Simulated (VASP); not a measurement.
# Sb (Fm-3m) in VASP: further runs

Runs on Sb. Level: PBEsol. Tasks: single point, relaxation of cell and atoms.

Program: VASP 6.6.1. These are calculated values, not measurements. Logs are shortened: lines on timing, memory, paths and dates and some standing lists are left out, and cuts for length are marked.

**1. The cell of the first run**

Symmetry: Fm-3m, No. 225, cubic system. Conventional cell: a = 4.407 Å, b = 4.407 Å, c = 4.407 Å, α = 90.00°, β = 90.00°, γ = 90.00°. Sb (site symmetry m-3m) has 12 Sb at 3.12 Å within 4.1 Å.

**2. Single point, PBEsol**

Input file INCAR:

```
SYSTEM = Sb
PREC = Accurate
ENCUT = 520
EDIFF = 1E-6
ISMEAR = 0
SIGMA = 0.1
LREAL = .FALSE.
LASPH = .TRUE.
NELM = 80
ALGO = Normal
ISIF = 2
LWAVE = .FALSE.
LCHARG = .TRUE.
GGA = PS
LELF = .TRUE.
LVHAR = .TRUE.
NBANDS = 8
```

Input file KPOINTS:

```
regular mesh
0
G
  8 8 8
  0 0 0
```

Input file POSCAR:

```
Sb
1.0
    0.0000000000      2.2033871506      2.2033871506
    2.2033871506      0.0000000000      2.2033871506
    2.2033871506      2.2033871506      0.0000000000
Sb
1
Direct
    0.0000000000      0.0000000000      0.0000000000
```

Potentials or basis: VASP PAW PBE potentials, release 64 (Sb).

Command:

```sh
cat potpaw_PBE.64/Sb/POTCAR > POTCAR
mpirun -np 1 vasp_std > vasp.out
```

OUTCAR:

```text
SYSTEM = Sb
   PREC = Accurate
   ENCUT = 520
   EDIFF = 1E-6
   ISMEAR = 0
   LREAL = .FALSE.
   LASPH = .TRUE.
   NELM = 80
   ISIF = 2
   GGA = PS

 ion  position               nearest neighbor table
   1  0.000  0.000  0.000-

  LATTYP: Found a face centered cubic cell.
 ALAT       =     4.4067743012

  Lattice vectors:

 A1 = (   0.0000000000,   2.2033871506,   2.2033871506)
 A2 = (   2.2033871506,   0.0000000000,   2.2033871506)
 A3 = (   2.2033871506,   2.2033871506,   0.0000000000)

Analysis of symmetry for initial positions (statically):
=====================================================================
 Subroutine PRICEL returns:
 Original cell was already a primitive cell.

 Routine SETGRP: Setting up the symmetry group for a
 face centered cubic supercell.

 Subroutine GETGRP returns: Found 48 space group operations
[... 9 lines left out ...]

 Routine SETGRP: Setting up the symmetry group for a
 face centered cubic supercell.

 Subroutine GETGRP returns: Found 48 space group operations
[... 11 lines left out ...]
                                     Primitive cell

  volume of cell :      21.3945

  direct lattice vectors                    reciprocal lattice vectors
     0.000000000  2.203387151  2.203387151    -0.226923353  0.226923353  0.226923353
     2.203387151  0.000000000  2.203387151     0.226923353 -0.226923353  0.226923353
     2.203387151  2.203387151  0.000000000     0.226923353  0.226923353 -0.226923353

  length of vectors
     3.116059992  3.116059992  3.116059992     0.393042777  0.393042777  0.393042777

  position of ions in fractional coordinates (direct lattice)
     0.000000000  0.000000000  0.000000000

  ion indices of the primitive-cell ions
   primitive index   ion index
                 1           1

----------------------------------------------------------------------------------------

 KPOINTS: regular mesh

Automatic generation of k-mesh.
 Grid dimensions read from file:
 generate k-points for:    8    8    8

 Generating k-lattice:

  Cartesian coordinates                     Fractional coordinates (reciprocal lattice)
    -0.028365419  0.028365419  0.028365419     0.125000000  0.000000000  0.000000000
     0.028365419 -0.028365419  0.028365419     0.000000000  0.125000000  0.000000000
     0.028365419  0.028365419 -0.028365419     0.000000000  0.000000000  0.125000000

  Length of vectors
     0.049130347  0.049130347  0.049130347

  Shift w.r.t. Gamma in fractional coordinates (k-lattice)
     0.000000000  0.000000000  0.000000000
[... 45 lines left out ...]
   ISPIN  =      1    spin polarized calculation?
   LNONCOLLINEAR =      F non collinear calculations
   LSORBIT =      F    spin-orbit coupling
   LASPH  =      T    aspherical Exc in radial PAW
   ENCUT  =  520.0 eV  38.22 Ry    6.18 a.u.   5.79  5.79  5.79*2*pi/ulx,y,z
   NELM   =     80;   NELMIN=  2; NELMDL= -5     # of ELM steps
   EDIFF  = 0.1E-05   stopping-criterion for ELM
   LREAL  =      F    real-space projection
   EDIFFG = 0.1E-04   stopping-criterion for IOM
   NSW    =      0    number of steps for IOM
   IBRION =     -1    ionic relax: 0-MD 1-quasi-New 2-CG
   NFREE  =      0    steps in history (QN), initial steepest desc. (CG)
   ISIF   =      2    stress and relaxation
   ISYM   =      2    0-nonsym 1-usesym 2-fastsym
   POTIM  = 0.5000    time-step for ionic-motion
   TEBEG  =    0.0;   TEEND  =   0.0 temperature during run
   PSTRESS=    0.0 pullay stress
   NELECT =       5.0000    total number of electrons
   NUPDOWN=      -1.0000    fix difference up-down
   EMIN   =  10.00;   EMAX   =-10.00  energy-range for DOS
   EFERMI =   0.00;   METHOD = LEGACY
   ISMEAR =     0;   SIGMA  =   0.10  broadening in eV -4-tet -1-fermi 0-gaus
   EFERMI_NEDOS =   21; number of points for ismear=-14 and -15
   IALGO  =     38    algorithm
   IMIX   =      4    mixing-type and parameters
     AMIX     =   0.40;   BMIX     =  1.00
     AMIX_MAG =   1.60;   BMIX_MAG =  1.00
  volume/ion in A,a.u.               =      21.39       144.38
  Fermi-wavevector in a.u.,A,eV,Ry     =   1.008395  1.905590 13.835227  1.016860
  Thomas-Fermi vector in A             =   2.141259
   LORBIT       =      0    0 simple, 1 ext, 2 COOP (PROOUT), +10 PAW based schemes
   GGA     = PS    functional components
   LHFCALC =     F    Hartree Fock is set to
   AEXX    =    0.0000 exact exchange contribution
   IVDW    =     0    specifies the selected vdW correction
   LEPSILON=     F    determine dielectric tensor
   LRPA    =     F    only Hartree local field effects (RPA)
 non-spin polarized calculation
 Gauss-broadening in eV      SIGMA  =   0.10
  energy-cutoff  :      520.00
  volume of cell :       21.39
 maximum number of plane-waves:       588
   NGX = 11   NGY = 11   NGZ = 11

 number of electron       5.0000000 magnetization

 Free energy of the ion-electron system (eV)
  ---------------------------------------------------
  ext. energy  EPLUGINS =         0.00000000
  ---------------------------------------------------
  free energy    TOTEN  =        -3.99327516 eV

  energy without entropy =       -3.98532140  energy(sigma->0) =       -3.98929828

 E-fermi :  11.5407     XC(G=0): -11.3570

 val. band max:       11.5257123783   @ k =   0.5000   0.2500   0.1250
 cond. band min:      11.5616834692   @ k =  -0.3750   0.2500   0.1250
 fundamental gap:      0.0359710909
 Fermi energy:        11.5406914975

 k-point     1 :       0.0000    0.0000    0.0000
  band No.  band energies     occupation
      1      -3.2845      2.00000
      2      18.8797      0.00000
      3      18.8797      0.00000
      4      18.8797      0.00000
      5      21.8401      0.00000
      6      22.5197      0.00000
      7      22.5197      0.00000
      8      22.5197      0.00000
[... 243 lines left out ...]
 k-point    24 :      -0.3750    0.2500    0.1250
  band No.  band energies     occupation
      1       2.8213      2.00000
      2       5.2954      2.00000
      3      11.5617      0.76656
      4      13.3230      0.00000
      5      20.0110      0.00000
      6      22.0910      0.00000
      7      26.8565      0.00000
      8      27.2012      0.00000

 [... further k-points ...]
[... 5 lines left out ...]
  --------------------------------------------------------------------------------------
  -------------------------------------------------------------------------------------
  Total        3.0143994      3.0143994      3.0143994     -0.0000000     -0.0000000     -0.0000000
  in kB      225.7402194    225.7402194    225.7402194     -0.0000000     -0.0000000     -0.0000000
  external PRESSURE =     225.7402194 kB  Pullay stress =       0.0000000 kB

 VOLUME and BASIS-vectors are now :
 -----------------------------------------------------------------------------
  energy-cutoff  :      520.00
  volume of cell :       21.39
      direct lattice vectors                 reciprocal lattice vectors
     0.000000000  2.203387151  2.203387151    -0.226923353  0.226923353  0.226923353
     2.203387151  0.000000000  2.203387151     0.226923353 -0.226923353  0.226923353
     2.203387151  2.203387151  0.000000000     0.226923353  0.226923353 -0.226923353

 POSITION                                       TOTAL-FORCE (eV/Angst)
 -----------------------------------------------------------------------------------
      0.00000      0.00000      0.00000         0.000000      0.000000      0.000000
 -----------------------------------------------------------------------------------
    total drift:                                0.000000      0.000000     -0.000000

  FREE ENERGIE OF THE ION-ELECTRON SYSTEM (eV)
  ---------------------------------------------------
  free  energy   TOTEN  =        -3.9932751644 eV

  energy  without entropy=       -3.9853214020  energy(sigma->0) =       -3.98929828
```

stdout:

```text
POSCAR found type information on POSCAR Sb
 POSCAR found :  1 types and       1 ions
 scaLAPACK will be used
 -----------------------------------------------------------------------------
|                                                                             |
|                                                                             |
|     You enforced a specific xc type in the INCAR file but a different       |
|     I HOPE YOU KNOW WHAT YOU ARE DOING!                                     |
|                                                                             |
 -----------------------------------------------------------------------------

 LDA part: xc-table for (Slater+PW92), standard interpolation
 POSCAR, INCAR and KPOINTS ok, starting setup
 FFT: planning ... GRIDC
 FFT: planning ... GRID_SOFT
 FFT: planning ... GRID
 WAVECAR not read
 entering main loop
```

Run time: 2.7 s. Hardware: 1 thread of Intel Xeon 6975P-C (Granite Rapids), shared host; peak memory 0.13 GiB.

What came out:

```
Free energy : -3.9933 eV
Pressure    : 22.6 GPa
```

Caveat: the PAW data sets were made with another functional, which shifts forces and pressure a little; spin-orbit coupling is left out, which moves the levels of the heavy elements.

(Part 1 of 2 ends here.)
